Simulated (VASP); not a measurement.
**FeRu: single point with LDA**

The system is FeRu.

```
CELL_PARAMETERS angstrom
2.64280 0.00000 0.00000
-1.32140 2.28873 0.00000
0.00000 0.00000 4.07023
ATOMIC_POSITIONS crystal
Fe 0.00000 0.00000 0.50000
Ru 0.66667 0.33333 0.00000
```

```yaml
Program: VASP 6.6.1
Task: single point
Functional: LDA
Potentials_or_basis: VASP PAW LDA potentials, release 64 (Fe, Ru_pv)
Cutoff: 520 eV
k_mesh: 12 × 12 × 7
Occupations: fermi-dirac, width 0.05 eV
Spin: collinear spin, ferrimagnetic start
Starting_moments: "[3.0, -1.5] μB"
```

```yaml
Pressure: -19.8 GPa
Band_gap_on_the_k_mesh: zero (filled and empty bands overlap)
Net_moment: 0.00 μB per cell
Valence_electrons_inside_the_program's_atomic_spheres: Fe 7.31; Ru 12.72
```

Stress tensor (GPa, compression positive):
```
-19.95   0.00   0.00
  0.00 -19.95   0.00
  0.00   0.00 -19.52
```

Levels at points of the mesh, in eV from the Fermi level:
Spin up:
```
           k point  band 9  band 10  band 11  band 12  band 13  band 14
(0.00, 0.00, 0.00)   -1.15    -1.15    -1.12    -1.12     1.01     1.01
(0.50, 0.00, 0.00)   -1.42    -0.99     0.54     1.46     2.03     2.89
```
Spin down:
```csv
k point,band 8,band 9,band 10,band 11,band 12,band 13,band 14,band 15
"(0.00, 0.00, 0.00)",-1.51,-1.14,-1.14,-1.12,-1.12,1.01,1.01,1.27
"(0.50, 0.00, 0.00)",-1.91,-1.42,-0.99,0.54,1.47,2.03,2.89,5.71
```

Run time: 120 s on 1 thread of Intel Xeon 8259CL, with other jobs on the host, peak memory 0.18 GiB.

Caveat: the cell stands under tension.
